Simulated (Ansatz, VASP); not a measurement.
## Two plane-wave programs on ZrB

File INCAR:

```
SYSTEM = ZrB
PREC = Accurate
ENCUT = 520
EDIFF = 1E-7
ISMEAR = -1
SIGMA = 0.1
LREAL = .FALSE.
LASPH = .TRUE.
NELM = 150
ALGO = Normal
ISIF = 2
LWAVE = .FALSE.
LCHARG = .FALSE.
MAGMOM = 0 0 0 0 0 0
LORBIT = 11
LSORBIT = .TRUE.
GGA_COMPAT = .FALSE.
LORBMOM = .TRUE.
LMAXMIX = 4
LDAU = .TRUE.
LDAUTYPE = 2
LDAUL = 2 -1
LDAUU = 4 0
LDAUJ = 0 0
LDAUPRINT = 1
GGA = PS
NBANDS = 27
```

The input KPOINTS:

```
Automatic mesh
0
G
  10 10 10
  0 0 0
```

Contents of POSCAR:

```
ZrB
1.0
    0.0000000000      2.3250000000      2.3250000000
    2.3250000000      0.0000000000      2.3250000000
    2.3250000000      2.3250000000      0.0000000000
Zr B
1 1
Direct
    0.0000000000      0.0000000000      0.0000000000
    0.5000000000      0.5000000000      0.5000000000
```

File input.yaml:

```yaml
crystal:
  lattice:
    - [0.0, 2.325, 2.325]
    - [2.325, 0.0, 2.325]
    - [2.325, 2.325, 0.0]
  atoms:
    - { symbol: Zr, position: [0.0, 0.0, 0.0] }
    - { symbol: B, position: [0.5, 0.5, 0.5] }
hamiltonian:
  xc: pbesol
  pseudopotentials: { kind: paw_fr }
  hubbard:
    sites: [{ species: Zr, l: d, u_eff: 4.0 }]
    projectors: ortho-atomic
    double_counting: fll
magnetization:
  noncollinear: true
  spin_orbit: true
kpoints:
  mp_grid: { grid: [10, 10, 10] }
scf:
  occupations: { method: fermi_dirac, width: 0.1 }
output:
  forces: true
  stress: true
  eigenvalues: true
```

Alike in both runs: task single point; functional PBEsol; k mesh 10 × 10 × 10; occupations fermi-dirac, width 0.1 eV; non-collinear spin, spin-orbit coupling; Hubbard terms Zr d U = 4.0 eV.

|  | VASP | Ansatz |
| --- | --- | --- |
| version | VASP 6.6.1 | Ansatz 0.2.0 |
| potentials or method | VASP PAW PBE potentials, release 64 (Zr_sv, B) | Ansatz PAW |
| plane-wave cutoff (eV) | 520 | 420 |
| valence electrons in the cell | 15 | 15 |

```csv
,VASP,Ansatz,Ansatz less VASP
net moment per atom (μB),0.00,0.00,0.000
```

VASP's potentials were made for PBE, not for PBEsol. The programs project onto different local orbitals, so the same U acts differently, and such runs can settle in different states.
